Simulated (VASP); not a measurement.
Set up this calculation in VASP 6.6.1, as the native input.

```
Task                   : relaxation of cell and atoms
Functional             : PBE
Potentials or basis    : VASP PAW PBE potentials, release 64 (B)
Cutoff                 : 600 eV
k mesh                 : 12 × 12 × 8
Occupations            : gaussian, width 0.1 eV
Spin                   : no spin polarisation
Dipole correction      : no
Further INCAR settings : ALGO = Normal; EDIFF = 1e-06; IBRION = 2; EDIFFG = -0.01; NSW = 100; ISIF = 3
```

The structure of B lies in POSCAR:

```
B
1.0
    2.8911067764      0.0000000000      0.0000000000
   -1.4455533882      2.5037719134      0.0000000000
    0.0000000000      0.0000000000      5.3160010189
B
6
Direct
    0.0000000000      0.0000000000      0.0000000000
    0.3333333333      0.6666666667      0.1596572072
    0.6666666667      0.3333333333      0.3442126740
    0.3333333333      0.6666666667      0.5000000000
    0.6666666667      0.3333333333      0.6557873260
    0.3333333333      0.6666666667      0.8403427928
```

The cell was built from a structure type or drawn by symmetry, and may not be a known phase.

The input as run:

INCAR

```
PREC = Accurate ; ENCUT = 600
EDIFF = 1E-6 ; ISMEAR = 0
SIGMA = 0.1 ; LREAL = False
LASPH = True ; NELM = 100
ALGO = Normal ; ISIF = 3
LWAVE = False ; LCHARG = False
GGA = PE ; IBRION = 2
NSW = 100 ; EDIFFG = -0.01
```

KPOINTS

```
Automatic mesh
0
Gamma
  12 12 8
```

Potentials or basis: VASP PAW PBE potentials, release 64 (B).

The run is started by

```bash
$ cat potpaw_PBE.64/B/POTCAR > POTCAR
$ mpirun -np 1 vasp_std > vasp.out
```

Results of the run:

| Item | Value |
| --- | --- |
| Relaxed volume | 6.41 Å³/atom |
| Relaxed cell | a = 2.884 Å, b = 2.884 Å, c = 5.339 Å, α = 90.00°, β = 90.00°, γ = 120.00° |
| Space group after relaxing (to 0.1 Å) | P-6m2 (No. 187) |
| Energy gained by relaxing | 0.3 meV/atom |
| Ionic steps | 7 |
| Pressure after relaxing | 0.0 GPa |
| Largest force after relaxing | 0.006 eV/Å |
| Band gap on the k mesh | zero (bands 9 and 10 overlap by 3.28 eV) |

It took 79 s on 1 thread of AMD EPYC 9R45 96-Core Processor (Zen 5), on a shared host, peak memory 0.15 GiB.
